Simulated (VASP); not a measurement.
# Sn5O8 (P1) in VASP: single point with PBEsol

Aim: the single point of Sn5O8 with PBEsol.

All numbers are computed with VASP 6.6.1; they aren't measurements. Logs are shortened: lines on timing, memory, paths and dates and some standing lists are left out, and cuts for length are marked.

## (1) The cell of the first run

The typed cell holds 13 atoms: a = 6.016 Å, b = 5.250 Å, c = 7.526 Å, α = 87.89°, β = 93.73°, γ = 73.05°.

## (2) Single point, PBEsol

INCAR

```
PREC     = Accurate       # precision mode
ENCUT    = 520            # plane-wave cutoff, eV
EDIFF    = 1E-6           # SCF threshold, eV
ISMEAR   = 0              # smearing method
SIGMA    = 0.1            # smearing width, eV
LREAL    = F              # projectors in reciprocal space
LASPH    = T              # aspherical terms in the spheres
NELM     = 100            # most SCF steps
ALGO     = Normal         # electronic algorithm
ISIF     = 2              # what is computed and relaxed
LWAVE    = F              # write WAVECAR
LCHARG   = T              # write CHGCAR
GGA      = PS             # functional
LELF     = T              # ELF
LVHAR    = T            
NBANDS   = 71             # bands
ISYM     = 0
```

KPOINTS

```
Automatic mesh
0
Gamma
  3 3 2
  0 0 0.5
```

POSCAR

```
Sn5O8
1.0
   -0.8282606821      5.9562474170     -0.1715620649
   -5.1832738707      0.8282606821      0.1022102412
   -0.1805026092     -0.3029774707      7.5182239426
Sn O
5 8
Direct
    0.2542510306      0.0382256297      0.7192131621
    0.7071580759      0.8732285354      0.1639672572
    0.2596467920      0.4847760253      0.0820037519
    0.2094847570      1.0174379731      0.3360126705
    0.7724776685      0.0222484466      0.8287661716
    0.4871533638      0.1885872975      0.2689998148
    0.0346551954      0.7285063331      0.2792254830
    0.5859171108      0.8545538988      0.6702388940
    0.9167415794      0.2585162968      0.7035378634
    0.4120241422      0.2632679220      0.8743516828
    1.1316797598      0.7785641788      0.8730324213
    0.4498230930      0.7102604408      0.2033460364
    1.0385234278      0.2654614490      0.1230232503
```

Potentials or basis: VASP PAW PBE potentials, release 64 (Sn_d, O).

The run is started by

```sh
cat potpaw_PBE.64/Sn_d/POTCAR potpaw_PBE.64/O/POTCAR > POTCAR
mpirun -np 1 vasp_std > vasp.out
```

OUTCAR:

```text
PREC = Accurate
   ENCUT = 520
   EDIFF = 1E-6
   ISMEAR = 0
   LREAL = F
   LASPH = T
   NELM = 100
   ISIF = 2
   GGA = PS
   ISYM = 0

 ion  position               nearest neighbor table
   1  0.254  0.038  0.719-   8 2.01   9 2.02  10 2.07  11 2.08   4 2.89   5 3.09   5 3.15   3 3.67

   2  0.707  0.873  0.164-  12 2.01   7 2.02   6 2.02   5 2.70   4 3.24   3 3.46   4 3.50   3 3.54

   3  0.260  0.485  0.082-  13 2.03  12 2.07  10 2.08  11 2.10   6 2.15   7 2.25   4 3.15   4 3.40
                             2 3.46   2 3.54   1 3.67
   4  0.209  0.017  0.336-  13 2.04   7 2.12  12 2.15   6 2.19   1 2.89   3 3.15   2 3.24   3 3.40
                             2 3.50
   5  0.772  0.022  0.829-   9 1.96   8 1.98  11 2.16  10 2.22   2 2.70   1 3.09   1 3.15
   6  0.487  0.189  0.269-   2 2.02   3 2.15   4 2.19
   7  0.035  0.729  0.279-   2 2.02   4 2.12   3 2.25
   8  0.586  0.855  0.670-   5 1.98   1 2.01
   9  0.917  0.259  0.704-   5 1.96   1 2.02
  10  0.412  0.263  0.874-   1 2.07   3 2.08   5 2.22
  11  0.132  0.779  0.873-   1 2.08   3 2.10   5 2.16
  12  0.450  0.710  0.203-   2 2.01   3 2.07   4 2.15
  13  0.039  0.265  0.123-   3 2.03   4 2.04

IMPORTANT INFORMATION: All symmetrisations will be switched off!
NOSYMM: (Re-)initialisation of all symmetry stuff for point group C_1.

----------------------------------------------------------------------------------------

                                     Primitive cell

  volume of cell :     226.5209

  direct lattice vectors                    reciprocal lattice vectors
    -0.828260682  5.956247417 -0.171562065     0.027626669  0.171951338  0.007592760
    -5.183273871  0.828260682  0.102210241    -0.197458296 -0.027626669 -0.005854042
    -0.180502609 -0.302977471  7.518223943     0.003314872  0.004299427  0.133262986

  length of vectors
     6.016006366  5.250027687  7.526491068     0.174321959  0.199467494  0.133373524

  position of ions in fractional coordinates (direct lattice)
     0.254251031  0.038225630  0.719213162
     0.707158076  0.873228535  0.163967257
     0.259646792  0.484776025  0.082003752
     0.209484757  0.017437973  0.336012670
     0.772477669  0.022248447  0.828766172
     0.487153364  0.188587297  0.268999815
     0.034655195  0.728506333  0.279225483
     0.585917111  0.854553899  0.670238894
     0.916741579  0.258516297  0.703537863
     0.412024142  0.263267922  0.874351683
     0.131679760  0.778564179  0.873032421
     0.449823093  0.710260441  0.203346036
     0.038523428  0.265461449  0.123023250

  ion indices of the primitive-cell ions
   primitive index   ion index
                 1           1
                 2           2
                 3           3
[... 82 lines left out ...]
   EFERMI_NEDOS =   21; number of points for ismear=-14 and -15
   IALGO  =     38    algorithm
   IMIX   =      4    mixing-type and parameters
     AMIX     =   0.40;   BMIX     =  1.00
     AMIX_MAG =   1.60;   BMIX_MAG =  1.00
  volume/ion in A,a.u.               =      17.42       117.59
  Fermi-wavevector in a.u.,A,eV,Ry     =   1.317244  2.489229 23.607887  1.735131
  Thomas-Fermi vector in A             =   2.447299
   LORBIT       =      0    0 simple, 1 ext, 2 COOP (PROOUT), +10 PAW based schemes
   GGA     = PS    functional components
   LHFCALC =     F    Hartree Fock is set to
   AEXX    =    0.0000 exact exchange contribution
   IVDW    =     0    specifies the selected vdW correction
   LEPSILON=     F    determine dielectric tensor
   LRPA    =     F    only Hartree local field effects (RPA)
 non-spin polarized calculation
 Gauss-broadening in eV      SIGMA  =   0.10
  energy-cutoff  :      520.00
  volume of cell :      226.52
 maximum number of plane-waves:      6116
 NGX is ok and might be reduce to    48
   NGX = 23   NGY = 19   NGZ = 27

 number of electron     117.9999993 magnetization

 Free energy of the ion-electron system (eV)
  ---------------------------------------------------
  ext. energy  EPLUGINS =         0.00000000
  ---------------------------------------------------
  free energy    TOTEN  =       -79.05531834 eV

  energy without entropy =      -79.05531834  energy(sigma->0) =      -79.05531834

 E-fermi :   4.1601     XC(G=0):  -9.4688

 val. band max:        3.6492591692   @ k =  -0.0000   0.3333   0.2500
 cond. band min:       5.4699848129   @ k =   0.0000   0.0000   0.2500
 fundamental gap:      1.8207256437
 Fermi energy:         4.1601275145

 k-point     1 :       0.0000    0.0000    0.2500
  band No.  band energies     occupation
      1     -17.8210      2.00000
      2     -17.7638      2.00000
      3     -17.7044      2.00000
      4     -17.5448      2.00000
      5     -17.4699      2.00000
      6     -17.4370      2.00000
[... 655 lines left out ...]
     70      10.9287      0.00000
     71      11.3568      0.00000

------------------------ aborting loop because EDIFF is reached ----------------------------------------

  FORCE on cell =-STRESS in cart. coord.  units (eV):
  Direction    XX          YY          ZZ          XY          YZ          ZX
  --------------------------------------------------------------------------------------
  -------------------------------------------------------------------------------------
  Total        0.4935713      0.7679035      0.2478364     -0.2008465     -0.0318385     -0.0885563
  in kB        3.4910195      5.4313653      1.7529416     -1.4205833     -0.2251928     -0.6263572
  external PRESSURE =       3.5584421 kB  Pullay stress =       0.0000000 kB

 VOLUME and BASIS-vectors are now :
 -----------------------------------------------------------------------------
  energy-cutoff  :      520.00
  volume of cell :      226.52
      direct lattice vectors                 reciprocal lattice vectors
    -0.828260682  5.956247417 -0.171562065     0.027626669  0.171951338  0.007592760
    -5.183273871  0.828260682  0.102210241    -0.197458296 -0.027626669 -0.005854042
    -0.180502609 -0.302977471  7.518223943     0.003314872  0.004299427  0.133262986

 POSITION                                       TOTAL-FORCE (eV/Angst)
 -----------------------------------------------------------------------------------
     -0.53854      1.32814      5.36749        -0.016247     -0.002869     -0.055230
     -5.14149      4.88559      1.20067        -0.005427      0.002067     -0.064929
     -2.74258      1.92320      0.62153        -0.019659      0.024886     -0.010352
     -0.32454      1.16038      2.49206        -0.032925      0.013331      0.107252
     -0.90473      4.36840      6.10060         0.007636     -0.043163      0.062638
     -1.42954      2.97630      1.95810        -0.021217      0.002662      0.029672
     -3.85515      0.72521      2.16780         0.018090      0.031615      0.016622
     -5.03566      3.99459      5.02583         0.056650      0.017319     -0.053878
     -2.22625      5.46130      5.15850        -0.067333     -0.012674     -0.042977
     -1.86368      2.40726      6.52979        -0.006818      0.038438     -0.003843
     -4.30216      1.16466      6.62064         0.035934      0.025722      0.037278
     -4.09075      3.20593      1.52422         0.036988     -0.012194      0.006109
     -1.43007      0.41205      0.94544         0.014328     -0.085141     -0.028361
 -----------------------------------------------------------------------------------
    total drift:                               -0.000710     -0.000565     -0.000976

  FREE ENERGIE OF THE ION-ELECTRON SYSTEM (eV)
  ---------------------------------------------------
  free  energy   TOTEN  =       -79.0553183443 eV

  energy  without entropy=      -79.0553183443  energy(sigma->0) =      -79.05531834
```

stdout:

```text
POSCAR found type information on POSCAR SnO
 POSCAR found :  2 types and      13 ions
 scaLAPACK will be used
 -----------------------------------------------------------------------------
|                                                                             |
|                                                                             |
|     You enforced a specific xc type in the INCAR file but a different       |
|     I HOPE YOU KNOW WHAT YOU ARE DOING!                                     |
|                                                                             |
 -----------------------------------------------------------------------------

 LDA part: xc-table for (Slater+PW92), standard interpolation
 POSCAR, INCAR and KPOINTS ok, starting setup
 FFT: planning ... GRIDC
 FFT: planning ... GRID_SOFT
 FFT: planning ... GRID
 WAVECAR not read
 entering main loop
```

Wall time 5.8 min (1 thread of Intel Xeon 8259CL, shared host); peak memory 0.36 GiB.

Results:

```yaml
Free_energy: -79.0553 eV
Pressure: 0.4 GPa
Largest_force: 0.113 eV/Å
Band_gap_on_the_k_mesh: 1.82 eV (least direct gap 1.86 eV)
```

Forces in eV/Å, atoms in the order of the input:
```
Sn  -0.016 -0.003 -0.055
Sn  -0.005  0.002 -0.065
Sn  -0.020  0.025 -0.010
Sn  -0.033  0.013  0.107
Sn   0.008 -0.043  0.063
O   -0.021  0.003  0.030
O    0.018  0.032  0.017
O    0.057  0.017 -0.054
O   -0.067 -0.013 -0.043
O   -0.007  0.038 -0.004
O    0.036  0.026  0.037
O    0.037 -0.012  0.006
O    0.014 -0.085 -0.028
```

Levels at points of the mesh, in eV from the valence-band top:
| k point | band 56 | band 57 | band 58 | band 59 | band 60 | band 61 | band 62 | band 63 |
| --- | --- | --- | --- | --- | --- | --- | --- | --- |
| (0.00, 0.00, 0.25) | -1.29 | -1.21 | -0.94 | -0.04 | 1.82 | 2.36 | 3.38 | 4.08 |

Caveat: the PAW data sets were made with another functional, which shifts forces and pressure a little; spin-orbit coupling is left out, which moves the levels of the heavy elements; a shifted mesh leaves out Γ, where band edges can lie. A k mesh can miss the band edges.
